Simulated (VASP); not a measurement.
Runs of VASP 6.6.1 on BeGa3. The structure is that of space group I4/mmm (No. 139), or close to it. The cells are those of the table. 

```csv
task,level,potentials or basis,spin,U,cell,k mesh,cutoff (eV),smearing,gap on the mesh (eV),pressure (GPa)
single point,r2SCAN,"VASP PAW PBE potentials, release 64 (Be, Ga_d)",off,-,"a = 4.767 Å, angles 129.2, 129.2, 74.6°, 4 atoms",2 × 2 × 2,660,methfessel-paxton 0.34 eV,none,1.2
single point,LDA,"VASP PAW LDA potentials, release 64 (Be, Ga_d)",off,-,"a = 4.767 Å, angles 129.2, 129.2, 74.6°, 4 atoms",1 × 1 × 1,600,fermi-dirac 0.1 eV,none,56.1
single point,LDA,"VASP PAW LDA potentials, release 64 (Be, Ga_d)",collinear,-,"a = 4.767 Å, angles 129.2, 129.2, 74.6°, 4 atoms",3 × 3 × 3,600,gaussian 0.1 eV,none,-3.9
single point,PBE+U,"VASP PAW PBE potentials, release 64 (Be, Ga_d)",off,Ga d U = 2.4 eV,"a = 4.767 Å, angles 129.2, 129.2, 74.6°, 4 atoms","1 × 1 × 1, shifted",600,fermi-dirac 0.28 eV,none,(a)
single point,PBE,"VASP PAW PBE potentials, release 64 (Be, Ga_d)",off,-,"a = 4.614 Å, angles 129.2, 129.2, 74.6°, 4 atoms",2 × 2 × 2,600,gaussian 0.1 eV,none,(b)
single point,PBE,"VASP PAW PBE potentials, release 64 (Be, Ga_d)",off,-,"a = 4.767 Å, angles 129.2, 129.2, 74.6°, 4 atoms",2 × 2 × 2,600,gaussian 0.1 eV,none,(c)
single point,LDA,"VASP PAW LDA potentials, release 64 (Be, Ga_d)",off,-,"a = 4.767 Å, angles 129.2, 129.2, 74.6°, 4 atoms",2 × 2 × 2,600,gaussian 0.1 eV,none,-1.9
single point,PBE,"VASP PAW PBE potentials, release 64 (Be, Ga_d)",off,-,"a = 4.767 Å, angles 129.2, 129.2, 74.6°, 4 atoms","4 × 4 × 4, shifted",600,gaussian 0.1 eV,none,-0.1
relaxation of the atoms,LDA,"VASP PAW LDA potentials, release 64 (Be, Ga_d)",off,-,"atoms relaxed from a = 4.767 Å, angles 129.2, 129.2, 74.6°, 4 atoms",1 × 1 × 1,520,fermi-dirac 0.1 eV,none,56.2
single point,PBE,"VASP PAW PBE potentials, release 64 (Be, Ga_d)",off,-,"a = 4.767 Å, angles 129.2, 129.2, 74.6°, 4 atoms","2 × 2 × 2, shifted",600,gaussian 0.1 eV,none,1.6
```

Question: Estimate the missing entries.

Answer: (a) -6.9; (b) 12.6; (c) 3.5.

Caveats: some runs use coarse meshes; so wide a smearing shifts energies and pressures (at least some runs); the PAW data sets were made with another functional, which shifts forces and pressure a little (at least some runs); U without spin polarisation on a metal has little footing (at least some runs); the U is typed as a test and isn't derived for this compound (at least some runs).

A k mesh can miss the band edges, and the runs leave out spin-orbit coupling on Ga.

A gap of «none» marks levels without a gap at the run's occupations.
